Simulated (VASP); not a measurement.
Input of a VASP 6.6.1 run:

Contents of INCAR:

```
SYSTEM = La2SnO4
PREC = Accurate
ENCUT = 520
EDIFF = 1E-6
ISMEAR = 0
SIGMA = 0.1
LREAL = .FALSE.
LASPH = .TRUE.
NELM = 80
ALGO = Normal
ISIF = 2
LWAVE = .FALSE.
LCHARG = .FALSE.
GGA = PE
NBANDS = 39
```

File KPOINTS:

```
regular mesh
0
G
  4 4 4
  0 0 0
```

Contents of POSCAR:

```
La2SnO4
1.0
    0.0000000000     -4.0921886118      0.0000000000
    4.0921886118      0.0000000000      0.0000000000
   -2.0460943059      2.0460943059      7.2890611394
La Sn O
2 1 4
Direct
    0.3649228932      0.3649228932      0.7298457863
    0.6918212589      0.6918212589      0.3836425178
    0.0299986171      0.0299986171      0.0599972341
    0.9711159952      0.4711159952      0.9422319905
    0.4711159952      0.9711159952      0.9422319905
    0.2655126203      0.7655126203      0.5310252405
    0.7655126203      0.2655126203      0.5310252405
```

Potentials or basis: VASP PAW PBE potentials, release 64 (La, Sn_d, O).

Run with:

```console
$ cat potpaw_PBE.64/La/POTCAR potpaw_PBE.64/Sn_d/POTCAR potpaw_PBE.64/O/POTCAR > POTCAR
$ mpirun -np 1 vasp_std > vasp.out
```

(1) Predict the largest force.

(2) Estimate the pressure.

## Answers

(1) 0.058 eV/Å.

(2) -0.1 GPa.
